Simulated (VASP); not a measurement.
# As (Pm-3m) in VASP: notebook

Runs on As. Level: PBEsol. Tasks: relaxation of cell and atoms.

Program: VASP 6.6.1. These are calculated values, not measurements. Logs are shortened: lines on timing, memory, paths and dates and some standing lists are left out, and cuts for length are marked.

## (1) The cell of the first run

It takes space group Pm-3m (No. 221, cubic). The conventional cell has a = 2.704 Å, b = 2.704 Å, c = 2.704 Å, α = 90.00°, β = 90.00°, γ = 90.00°. Within 3.6 Å of As (site symmetry m-3m) lie 6 As at 2.70 Å.

## (2) Relaxation of cell and atoms, PBEsol, target pressure 4 GPa, at which the enthalpy is minimised

File INCAR:

```
SYSTEM = As
ALGO = Normal ; EDIFF = 1E-6
EDIFFG = -0.02 ; ENCUT = 600
GGA = PS ; IBRION = 2
ISIF = 3 ; ISMEAR = -1
LASPH = .TRUE. ; LCHARG = .FALSE.
LREAL = .FALSE. ; LWAVE = .FALSE.
NELM = 100 ; NSW = 80
PREC = Accurate ; PSTRESS = 40.0
SIGMA = 0.1
```

File KPOINTS:

```
k-points
0
G
  10 10 10
  0 0 0
```

File POSCAR:

```
As
1.0
    2.7036820000      0.0000000000      0.0000000000
    0.0000000000      2.7036820000      0.0000000000
    0.0000000000      0.0000000000      2.7036820000
As
1
Direct
    0.5000000000      0.5000000000      0.5000000000
```

Potentials or basis: VASP PAW PBE potentials, release 64 (As).

Run with:

```console
> cat potpaw_PBE.64/As/POTCAR > POTCAR
> mpirun -np 1 vasp_std > vasp.out
```

OUTCAR:

```text
SYSTEM = As
   EDIFF = 1E-6
   EDIFFG = -0.02
   ENCUT = 600
   GGA = PS
   IBRION = 2
   ISIF = 3
   ISMEAR = -1
   LASPH = .TRUE.
   LREAL = .FALSE.
   NELM = 100
   NSW = 80
   PREC = Accurate
   PSTRESS = 40.0

 ion  position               nearest neighbor table
   1  0.500  0.500  0.500-

  LATTYP: Found a simple cubic cell.
 ALAT       =     2.7036820000

  Lattice vectors:

 A1 = (   2.7036820000,   0.0000000000,   0.0000000000)
 A2 = (   0.0000000000,   2.7036820000,   0.0000000000)
 A3 = (   0.0000000000,   0.0000000000,   2.7036820000)

Analysis of symmetry for initial positions (statically):
=====================================================================
 Subroutine PRICEL returns:
 Original cell was already a primitive cell.

 Routine SETGRP: Setting up the symmetry group for a
 simple cubic supercell.

 Subroutine GETGRP returns: Found 48 space group operations
 (whereof 48 operations were pure point group operations)
 out of a pool of 48 trial point group operations.

The static configuration has the point symmetry O_h .

Analysis of symmetry for dynamics (positions and initial velocities):
=====================================================================
 Subroutine PRICEL returns:
 Original cell was already a primitive cell.

 Routine SETGRP: Setting up the symmetry group for a
 simple cubic supercell.

 Subroutine GETGRP returns: Found 48 space group operations
 (whereof 48 operations were pure point group operations)
 out of a pool of 48 trial point group operations.

The dynamic configuration has the point symmetry O_h .

 Subroutine INISYM returns: Found 48 space group operations
 (whereof 48 operations are pure point group operations),
 and found     1 'primitive' translations

----------------------------------------------------------------------------------------

                                     Primitive cell

  volume of cell :      19.7636

  direct lattice vectors                    reciprocal lattice vectors
     2.703682000  0.000000000  0.000000000     0.369865983  0.000000000  0.000000000
     0.000000000  2.703682000  0.000000000     0.000000000  0.369865983  0.000000000
     0.000000000  0.000000000  2.703682000     0.000000000  0.000000000  0.369865983

  length of vectors
     2.703682000  2.703682000  2.703682000     0.369865983  0.369865983  0.369865983

  position of ions in fractional coordinates (direct lattice)
     0.500000000  0.500000000  0.500000000

  ion indices of the primitive-cell ions
   primitive index   ion index
                 1           1

----------------------------------------------------------------------------------------

 KPOINTS: k-points

Automatic generation of k-mesh.
 Grid dimensions read from file:
 generate k-points for:   10   10   10

 Generating k-lattice:

  Cartesian coordinates                     Fractional coordinates (reciprocal lattice)
     0.036986598  0.000000000  0.000000000     0.100000000  0.000000000  0.000000000
     0.000000000  0.036986598  0.000000000     0.000000000  0.100000000  0.000000000
     0.000000000  0.000000000  0.036986598     0.000000000  0.000000000  0.100000000

  Length of vectors
     0.036986598  0.036986598  0.036986598

  Shift w.r.t. Gamma in fractional coordinates (k-lattice)
     0.000000000  0.000000000  0.000000000

 Subroutine IBZKPT returns following result:
 ===========================================

 Found     56 irreducible k-points:

 Following reciprocal coordinates:
            Coordinates               Weight
  0.000000  0.000000  0.000000      1.000000
  0.100000  0.000000  0.000000      6.000000
  0.200000  0.000000  0.000000      6.000000
  0.300000  0.000000  0.000000      6.000000
  0.400000  0.000000  0.000000      6.000000
  0.500000  0.000000  0.000000      3.000000
[... 16 lines left out ...]
  0.200000  0.100000  0.100000     24.000000
  0.300000  0.100000  0.100000     24.000000
 [... further k-points ...]
   k-points           NKPTS =     56   k-points in BZ     NKDIM =     56   number of bands    NBANDS=      6
   number of dos      NEDOS =    301   number of ions     NIONS =      1
   total plane-waves  NPLWV =  13824
   dimension x,y,z NGX =    24 NGY =   24 NGZ =   24
   dimension x,y,z NGXF=    48 NGYF=   48 NGZF=   48
   ions per type =               1
   NGX,Y,Z   is equivalent  to a cutoff of  14.76, 14.76, 14.76 a.u.
   NGXF,Y,Z  is equivalent  to a cutoff of  29.51, 29.51, 29.51 a.u.
 SYSTEM =  As
   PREC   = accura    normal or accurate (medium, high low for compatibility)
   ISTART =      0    job   : 0-new  1-cont  2-samecut
   ICHARG =      2    charge: 1-file 2-atom 10-const
   ISPIN  =      1    spin polarized calculation?
   LNONCOLLINEAR =      F non collinear calculations
   LSORBIT =      F    spin-orbit coupling
   LASPH  =      T    aspherical Exc in radial PAW
   ENCUT  =  600.0 eV  44.10 Ry    6.64 a.u.   5.40  5.40  5.40*2*pi/ulx,y,z
   NELM   =    100;   NELMIN=  2; NELMDL= -5     # of ELM steps
   EDIFF  = 0.1E-05   stopping-criterion for ELM
   LREAL  =      F    real-space projection
   EDIFFG = -.2E-01   stopping-criterion for IOM
   NSW    =     80    number of steps for IOM
   IBRION =      2    ionic relax: 0-MD 1-quasi-New 2-CG
   NFREE  =      1    steps in history (QN), initial steepest desc. (CG)
   ISIF   =      3    stress and relaxation
   ISYM   =      2    0-nonsym 1-usesym 2-fastsym
   POTIM  = 0.5000    time-step for ionic-motion
   TEBEG  =    0.0;   TEEND  =   0.0 temperature during run
   PSTRESS=   40.0 pullay stress
   NELECT =       5.0000    total number of electrons
   NUPDOWN=      -1.0000    fix difference up-down
   EMIN   =  10.00;   EMAX   =-10.00  energy-range for DOS
   EFERMI =   0.00;   METHOD = LEGACY
   ISMEAR =    -1;   SIGMA  =   0.10  broadening in eV -4-tet -1-fermi 0-gaus
   EFERMI_NEDOS =   21; number of points for ismear=-14 and -15
   IALGO  =     38    algorithm
   IMIX   =      4    mixing-type and parameters
     AMIX     =   0.40;   BMIX     =  1.00
     AMIX_MAG =   1.60;   BMIX_MAG =  1.00
  volume/ion in A,a.u.               =      19.76       133.37
  Fermi-wavevector in a.u.,A,eV,Ry     =   1.035403  1.956627 14.586240  1.072058
  Thomas-Fermi vector in A             =   2.169744
   LORBIT       =      0    0 simple, 1 ext, 2 COOP (PROOUT), +10 PAW based schemes
   GGA     = PS    functional components
   LHFCALC =     F    Hartree Fock is set to
   AEXX    =    0.0000 exact exchange contribution
   IVDW    =     0    specifies the selected vdW correction
   LEPSILON=     F    determine dielectric tensor
   LRPA    =     F    only Hartree local field effects (RPA)
 conjugate gradient relaxation of ions
 non-spin polarized calculation
  energy-cutoff  :      600.00
  volume of cell :       19.76
 maximum number of plane-waves:       691
 NGX is ok and might be reduce to    24
   NGX = 11   NGY = 11   NGZ = 11

--------------------------------------- Ionic step        1  -------------------------------------------

 number of electron       5.0000001 magnetization

 Free energy of the ion-electron system (eV)
  ---------------------------------------------------
  ext. energy  EPLUGINS =         0.00000000
  ---------------------------------------------------
  free energy    TOTEN  =        -5.05100140 eV

  energy without entropy =       -5.04098615  energy(sigma->0) =       -5.04599377

------------------------ aborting loop because EDIFF is reached ----------------------------------------

  FORCE on cell =-STRESS in cart. coord.  units (eV):
  Direction    XX          YY          ZZ          XY          YZ          ZX
  --------------------------------------------------------------------------------------
  -------------------------------------------------------------------------------------
  Total       -0.1542160     -0.1542160     -0.1542160      0.0000000     -0.0000000      0.0000000
  in kB      -12.5018164    -12.5018164    -12.5018164      0.0000000     -0.0000000      0.0000000
  external PRESSURE =     -52.5018164 kB  Pullay stress =      40.0000000 kB
[... 59 lines left out ...]
  enthalpy is  TOTEN    =        -4.5638530244 eV   P V=        0.4486006766

--------------------------------------- Ionic step        3  -------------------------------------------

 number of electron       4.9999999 magnetization

 Free energy of the ion-electron system (eV)
  ---------------------------------------------------
  ext. energy  EPLUGINS =         0.00000000
  ---------------------------------------------------
  free energy    TOTEN  =        -5.04309993 eV

  energy without entropy =       -5.03377130  energy(sigma->0) =       -5.03843562

 E-fermi :   6.3722     XC(G=0): -10.7856

 val. band max:        6.2891202616   @ k =   0.5000   0.3000   0.3000
 cond. band min:       6.4221216315   @ k =   0.2000   0.2000   0.0000
 fundamental gap:      0.1330013698
 Fermi energy:         6.3721572190

 k-point     1 :       0.0000    0.0000    0.0000
  band No.  band energies     occupation
      1      -9.0534      2.00000
      2      10.7936      0.00000
      3      10.7936      0.00000
      4      10.7936      0.00000
      5      14.9913      0.00000
      6      14.9913      0.00000

 k-point     2 :       0.1000    0.0000    0.0000
  band No.  band energies     occupation
      1      -8.8593      2.00000
      2       8.5983      0.00000
      3      10.9672      0.00000
      4      10.9672      0.00000
      5      15.1631      0.00000
      6      16.3423      0.00000
[... 190 lines left out ...]
 k-point    24 :       0.3000    0.1000    0.1000
  band No.  band energies     occupation
      1      -6.9865      2.00000
      2       2.7894      2.00000
      3      10.0211      0.00000
      4      10.5918      0.00000
      5      19.2598      0.00000
      6      19.2851      0.00000

 [... further k-points ...]
[... 5 lines left out ...]
  --------------------------------------------------------------------------------------
  -------------------------------------------------------------------------------------
  Total        0.4648434      0.4648434      0.4648434     -0.0000000      0.0000000     -0.0000000
  in kB       39.7518435     39.7518435     39.7518435     -0.0000000      0.0000000     -0.0000000
  external PRESSURE =      -0.2481565 kB  Pullay stress =      40.0000000 kB
[... 16 lines left out ...]
  FREE ENERGIE OF THE ION-ELECTRON SYSTEM (eV)
  ---------------------------------------------------
  free  energy   TOTEN  =        -5.0430999339 eV

  energy  without entropy=       -5.0337713009  energy(sigma->0) =       -5.03843562

  enthalpy is  TOTEN    =        -4.5753546452 eV   P V=        0.4677452887

 reached required accuracy - stopping structural energy minimisation
```

Run time: 6.9 s. Hardware: 1 thread of Intel Xeon 6975P-C (Granite Rapids), shared host; peak memory 0.14 GiB.

Results:

```
Free energy                                            : -5.0431 eV
Relaxed volume                                         : 18.74 Å³/atom
Relaxed cell                                           : a = 2.656 Å, b = 2.656 Å, c = 2.656 Å, α = 90.00°, β = 90.00°, γ = 90.00°
Space group after relaxing (to 0.05 Å)                 : Pm-3m (No. 221)
Energy change on relaxing (the enthalpy is what falls) : +7.9 meV/atom
Ionic steps                                            : 3
Pressure after relaxing                                : 4.0 GPa
```

The path:
```tsv
step	energy change (eV)	largest force (eV/Å)	pressure (GPa)	volume (Å³)
1	0.0000	0.0000	-1.25	19.76
2	0.0385	0.0000	9.03	17.97
3	0.0079	0.0000	3.98	18.74
```

Final structure:
```cif
data_structure
_symmetry_space_group_name_H-M 'P 1'
_symmetry_Int_Tables_number 1
_cell_length_a 2.6560
_cell_length_b 2.6560
_cell_length_c 2.6560
_cell_angle_alpha 90.000
_cell_angle_beta 90.000
_cell_angle_gamma 90.000
_cell_volume 18.74
loop_
_atom_site_label
_atom_site_type_symbol
_atom_site_fract_x
_atom_site_fract_y
_atom_site_fract_z
_atom_site_occupancy
As1 As 0.50000 0.50000 0.50000 1
```

Caveat: the cell is relaxed towards a set pressure, so the enthalpy falls and the energy may rise; the PAW data sets were made with another functional, which shifts forces and pressure a little.

## (3) Relaxation of cell and atoms, PBEsol, target pressure 6 GPa, at which the enthalpy is minimised

File INCAR:

```
SYSTEM = As
ALGO = Normal
EDIFF = 1E-6
EDIFFG = -0.02
ENCUT = 600
GGA = PS
IBRION = 2
ISIF = 3
ISMEAR = -1
LASPH = .True.
LCHARG = .False.
LREAL = .False.
LWAVE = .False.
NELM = 100
NSW = 80
PREC = Accurate
PSTRESS = 60.0
SIGMA = 0.1
```

File KPOINTS:

```
k-points
0
Gamma
  10 10 10
  0 0 0
```

POSCAR is that of step 2.

Potentials or basis: VASP PAW PBE potentials, release 64 (As).

Run with:

```console
> cat potpaw_PBE.64/As/POTCAR > POTCAR
> mpirun -np 1 vasp_std > vasp.out
```

Run time: 7 s. Hardware: 1 thread of Intel Xeon 6975P-C (Granite Rapids), shared host; peak memory 0.14 GiB.

It converged, with:

| Quantity | Value |
| --- | --- |
| Free energy | -5.0333 eV |
| Relaxed volume | 18.42 Å³/atom |
| Relaxed cell | a = 2.641 Å, b = 2.641 Å, c = 2.641 Å, α = 90.00°, β = 90.00°, γ = 90.00° |
| Space group after relaxing (to 0.05 Å) | Pm-3m (No. 221) |
| Energy change on relaxing (the enthalpy is what falls) | +17.7 meV/atom |
| Ionic steps | 3 |
| Pressure after relaxing | 5.9 GPa |

Step by step:
```
step  energy change (eV)  largest force (eV/Å)  pressure (GPa)  volume (Å³)
   1              0.0000                0.0000           -1.25        19.76
   2              0.0858                0.0000           14.29        17.31
   3              0.0177                0.0000            5.93        18.42
```

Final structure:
```cif
data_structure
_symmetry_space_group_name_H-M 'P 1'
_symmetry_Int_Tables_number 1
_cell_length_a 2.6409
_cell_length_b 2.6409
_cell_length_c 2.6409
_cell_angle_alpha 90.000
_cell_angle_beta 90.000
_cell_angle_gamma 90.000
_cell_volume 18.42
loop_
_atom_site_label
_atom_site_type_symbol
_atom_site_fract_x
_atom_site_fract_y
_atom_site_fract_z
_atom_site_occupancy
As1 As 0.50000 0.50000 0.50000 1
```

Levels at points of the mesh, in eV from the Fermi level:
```tsv
k point	band 1	band 2	band 3	band 4	band 5
(0.00, 0.00, 0.00)	-15.59	4.49	4.49	4.49	8.64
(0.50, 0.00, 0.00)	-12.11	-7.49	7.06	7.06	11.52
(0.50, 0.50, 0.00)	-8.44	-4.57	-4.57	2.15	9.51
(0.50, 0.50, 0.50)	-4.31	-1.88	-1.88	-1.88	5.83
```

Caveat: the cell is relaxed towards a set pressure, so the enthalpy falls and the energy may rise; the PAW data sets were made with another functional, which shifts forces and pressure a little.

## (4) Relaxation of cell and atoms, PBEsol, target pressure 8 GPa, at which the enthalpy is minimised

File INCAR:

```
SYSTEM = As
  PREC = Accurate
  ENCUT = 600
  EDIFF = 1E-6
  ISMEAR = -1
  SIGMA = 0.1
  LREAL = .FALSE.
  LASPH = .TRUE.
  NELM = 100
  ALGO = Normal
  ISIF = 3
  LWAVE = .FALSE.
  LCHARG = .FALSE.
  GGA = PS
  IBRION = 2
  NSW = 80
  EDIFFG = -0.02
  PSTRESS = 80.0
```

File KPOINTS:

```
regular mesh
0
G
  10 10 10
  0 0 0
```

POSCAR is that of step 3.

Potentials or basis: VASP PAW PBE potentials, release 64 (As).

Run with:

```console
> cat potpaw_PBE.64/As/POTCAR > POTCAR
> mpirun -np 1 vasp_std > vasp.out
```

OUTCAR:

```text
SYSTEM = As
   PREC = Accurate
   ENCUT = 600
   EDIFF = 1E-6
   ISMEAR = -1
   LREAL = .FALSE.
   LASPH = .TRUE.
   NELM = 100
   ISIF = 3
   GGA = PS
   IBRION = 2
   NSW = 80
   EDIFFG = -0.02
   PSTRESS = 80.0

 ion  position               nearest neighbor table
   1  0.500  0.500  0.500-

  LATTYP: Found a simple cubic cell.
 ALAT       =     2.7036820000

  Lattice vectors:

 A1 = (   2.7036820000,   0.0000000000,   0.0000000000)
 A2 = (   0.0000000000,   2.7036820000,   0.0000000000)
 A3 = (   0.0000000000,   0.0000000000,   2.7036820000)

Analysis of symmetry for initial positions (statically):
=====================================================================
 Subroutine PRICEL returns:
 Original cell was already a primitive cell.
[... 244 lines left out ...]

 Free energy of the ion-electron system (eV)
  ---------------------------------------------------
  ext. energy  EPLUGINS =         0.00000000
  ---------------------------------------------------
  free energy    TOTEN  =        -5.02118570 eV

  energy without entropy =       -5.01217768  energy(sigma->0) =       -5.01668169

 E-fermi :   6.7683     XC(G=0): -10.9275

 val. band max:        6.6751367854   @ k =   0.5000   0.3000   0.3000
 cond. band min:       6.8281855907   @ k =   0.2000   0.2000   0.0000
 fundamental gap:      0.1530488053
 Fermi energy:         6.7682529021

 k-point     1 :       0.0000    0.0000    0.0000
  band No.  band energies     occupation
      1      -8.9749      2.00000
      2      11.3211      0.00000
      3      11.3211      0.00000
      4      11.3211      0.00000
      5      15.4213      0.00000
      6      15.4213      0.00000
[... 199 lines left out ...]
 k-point    24 :       0.3000    0.1000    0.1000
  band No.  band energies     occupation
      1      -6.8372      2.00000
      2       3.0578      2.00000
      3      10.5007      0.00000
      4      11.1349      0.00000
      5      19.8784      0.00000
      6      19.8933      0.00000

 [... further k-points ...]
[... 5 lines left out ...]
  --------------------------------------------------------------------------------------
  -------------------------------------------------------------------------------------
  Total        0.8865560      0.8865560      0.8865560      0.0000000      0.0000000      0.0000000
  in kB       78.3265791     78.3265791     78.3265791      0.0000000      0.0000000      0.0000000
  external PRESSURE =      -1.6734209 kB  Pullay stress =      80.0000000 kB
[... 20 lines left out ...]
  energy  without entropy=       -5.0121776763  energy(sigma->0) =       -5.01668169

  enthalpy is  TOTEN    =        -4.1156887443 eV   P V=        0.9054969530

 reached required accuracy - stopping structural energy minimisation
```

CONTCAR:

```text
As
   1.00000000000000
     2.6272568289198781   -0.0000000000000000    0.0000000000000000
     0.0000000000000000    2.6272568289198781   -0.0000000000000000
     0.0000000000000000   -0.0000000000000000    2.6272568289198781
  As
     1
Direct
     0.5000000000000000    0.5000000000000000    0.5000000000000000

  0.00000000E+00  0.00000000E+00  0.00000000E+00
```

Run time: 6.6 s. Hardware: 1 thread of Intel Xeon 6975P-C (Granite Rapids), shared host; peak memory 0.15 GiB.

What came out:

```
Free energy                                            : -5.0212 eV
Relaxed volume                                         : 18.13 Å³/atom
Relaxed cell                                           : a = 2.627 Å, b = 2.627 Å, c = 2.627 Å, α = 90.00°, β = 90.00°, γ = 90.00°
Space group after relaxing (to 0.05 Å)                 : Pm-3m (No. 221)
Energy change on relaxing (the enthalpy is what falls) : +29.8 meV/atom
Ionic steps                                            : 3
Pressure after relaxing                                : 7.8 GPa
```

The path:
```
step  energy change (eV)  largest force (eV/Å)  pressure (GPa)  volume (Å³)
   1              0.0000                0.0000           -1.25        19.76
   2              0.1544                0.0000           20.29        16.68
   3              0.0298                0.0000            7.83        18.13
```

Final structure:
```cif
data_structure
_symmetry_space_group_name_H-M 'P 1'
_symmetry_Int_Tables_number 1
_cell_length_a 2.6273
_cell_length_b 2.6273
_cell_length_c 2.6273
_cell_angle_alpha 90.000
_cell_angle_beta 90.000
_cell_angle_gamma 90.000
_cell_volume 18.13
loop_
_atom_site_label
_atom_site_type_symbol
_atom_site_fract_x
_atom_site_fract_y
_atom_site_fract_z
_atom_site_occupancy
As1 As 0.50000 0.50000 0.50000 1
```

Caveat: the cell is relaxed towards a set pressure, so the enthalpy falls and the energy may rise; the PAW data sets were made with another functional, which shifts forces and pressure a little.

## (5) Summary

| cell | gap on the mesh (eV) | pressure (GPa) |
| --- | --- | --- |
| relaxed to 4 GPa | none | 4.0 |
| relaxed to 6 GPa | none | 5.9 |
| relaxed to 8 GPa | none | 7.8 |

Alike in all rows: task relaxation of cell and atoms; level PBEsol; potentials or basis VASP PAW PBE potentials, release 64 (As); no spin polarisation; k mesh 10 × 10 × 10; cutoff (eV) 600; smearing fermi-dirac 0.1 eV.

Caveats: the cell is relaxed towards a set pressure, so the enthalpy falls and the energy may rise; the PAW data sets were made with another functional, which shifts forces and pressure a little.

Absolute energies hang on the potentials; compare differences alone.
